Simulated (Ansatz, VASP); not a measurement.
One calculation of InSb, two programs

```xyz
2
Lattice="0.0000 3.2601 3.2601 3.2601 0.0000 3.2601 3.2601 3.2601 0.0000" Properties=species:S:1:pos:R:3 pbc="T T T"
In    0.0000    0.0000    0.0000
Sb    4.8901    4.8901    4.8901
```

Alike in both runs: functional PBEsol; k mesh 12 × 12 × 12; occupations fermi-dirac, width 0.1 eV; no spin polarisation.

Ansatz relaxed the structure, and its values are those at the end. VASP's run is a single point on that final structure, the one shown.

|  | VASP | Ansatz |
| --- | --- | --- |
| version | VASP 6.6.1 | Ansatz 0.2.0 |
| potentials or method | VASP PAW PBE potentials, release 64 (In_d, Sb) | PAW with Ansatz's default frozen-core files, scalar-relativistic |
| plane-wave cutoff (eV) | 520 | 420 |
| valence electrons in the cell | 18 | 28 |

|  | VASP | Ansatz | Ansatz less VASP |
| --- | --- | --- | --- |
| pressure (GPa) | 0.0 | 0.0 | -0.02 |

VASP's potentials were made for PBE, not for PBEsol. With one functional, cell and mesh, what is left measures potentials, basis and numerics. VASP's potentials hold 18 valence electrons a cell and Ansatz's 28, so a difference there can come from the potentials and not from the codes.

Neither program's run includes spin-orbit coupling.
